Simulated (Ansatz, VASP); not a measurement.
## Ni in VASP and in Ansatz

File POSCAR:

```
Ni
1.0
   -1.3759460641      1.3759460641      1.3759460641
    1.3759460641     -1.3759460641      1.3759460641
    1.3759460641      1.3759460641     -1.3759460641
Ni
1
Direct
    0.0000000000      0.0000000000      0.0000000000
```

INCAR.step1

```
ALGO = Normal
EDIFF = 1E-4
ENCUT = 520
GGA = PE
ISMEAR = 0
ISPIN = 2
LASPH = T
LCHARG = F
LMAXMIX = 4
LREAL = F
LWAVE = T
MAGMOM = 0.77
NBANDS = 15
NELM = 150
PREC = Accurate
SIGMA = 0.05
```

File INCAR.step2:

```
ALGO = Normal
EDIFF = 1E-6
ENCUT = 520
ISIF = 2
ISMEAR = 0
ISPIN = 2
ISTART = 1
LASPH = T
LCHARG = F
LMAXMIX = 4
LMIXTAU = T
LORBIT = 11
LREAL = F
LWAVE = F
MAGMOM = 0.77
METAGGA = R2SCAN
NBANDS = 15
NELM = 150
PREC = Accurate
SIGMA = 0.05
```

Contents of KPOINTS:

```
k-points
0
Gamma
  20 20 20
```

Input for Ansatz:

```yaml
crystal:
  lattice:
    - [-1.3759460641, 1.3759460641, 1.3759460641]
    - [1.3759460641, -1.3759460641, 1.3759460641]
    - [1.3759460641, 1.3759460641, -1.3759460641]
  atoms:
    - { symbol: Ni, position: [0.0, 0.0, 0.0], spin: 0.77 }
basis:
  ecutwfc: 500
  ecutrho_ratio: 4
kpoints:
  mp_grid: { grid: [20, 20, 20] }
hamiltonian:
  xc: r2scan
scf:
  occupations: { method: gaussian, width: 0.05 }
output:
  forces: true
  stress: true
  eigenvalues: true
  populations: true
magnetization:
  spin_polarized: true
```

Alike in both runs: task single point; functional r2SCAN; k mesh 20 × 20 × 20; occupations gaussian, width 0.05 eV; collinear spin.

|  | VASP | Ansatz |
| --- | --- | --- |
| version | VASP 6.6.1 | Ansatz 0.2.0 |
| potentials or method | VASP PAW PBE potentials, release 64 (Ni), cutoff 520 eV | scalar-relativistic, plane waves, PAW |
| valence electrons in the cell | 10 | 18 |

Ansatz gave:

| Property | Result |
| --- | --- |
| gap on the k mesh at the Fermi level (eV) | none |
| pressure (GPa) | 3.2 |
| net moment per atom (μB) | 0.62 |
| size of the moment on the site where the two differ most (μB) | 0.67 |

Task: Estimate VASP's values.

Result: gap on the k mesh at the Fermi level (eV): none; pressure (GPa): 3.6; net moment per atom (μB): 0.60; size of the moment on the site where the two differ most (μB): 0.62.

VASP's potentials were made for PBE, not for r2SCAN. Site moments also hang on the region over which each program counts them. A gap of «none» marks a metal or a gap that the smearing closes. VASP's potentials hold 10 valence electrons a cell and Ansatz's 18, so a difference there can come from the potentials and not from the codes. Ansatz's warnings: stability check not made.
